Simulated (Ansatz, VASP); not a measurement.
## Two plane-wave programs on AlN

```
Al N
1.0
    -3.08862    0.00000    0.00000
    -1.54431   -2.67482    0.00000
    -0.51477   -0.89161    9.88717
Al N
4 4
Cartesian
  -1.5443 -0.8916 8.9430
  -1.5443 -0.8916 3.9995
  -3.0886 -1.7832 1.5277
  -3.0886 -1.7832 6.4713
  -1.5443 -0.8916 0.9441
  -1.5443 -0.8916 5.8877
  -3.0886 -1.7832 3.4159
  -3.0886 -1.7832 8.3595
```

Alike in both runs: task single point; functional LDA; k mesh 8 × 8 × 3; occupations gaussian, width 0.05 eV; no spin polarisation.

```csv
,VASP,Ansatz
version,VASP 6.6.1,Ansatz 0.2.0
potentials or method,"VASP PAW LDA potentials, release 64 (Al, N), cutoff 520 eV","scalar-relativistic, plane waves, PAW"
valence electrons in the cell,32,32
```

|  | VASP | Ansatz | Ansatz less VASP |
| --- | --- | --- | --- |
| gap on the k mesh at the Fermi level (eV) | 3.40 | 3.42 | +0.017 |
| least direct gap on the mesh (eV) | 3.58 | 3.58 | -0.006 |
| pressure (GPa) | -0.6 | -1.2 | -0.62 |
| traceless stress, the component that is largest in VASP (GPa) | -4.99 | -5.04 | -0.045 |
| rms of the force components (eV/Å) | 0.458 | 0.457 | -0.0006 |

Ansatz warns that its potentials were made for another functional, while VASP's fit it. LDA's correlation is that of Perdew and Zunger in VASP and of Perdew and Wang (1992) in Ansatz. Atom by atom the forces differ by 0.006 eV/Å (rms over components).
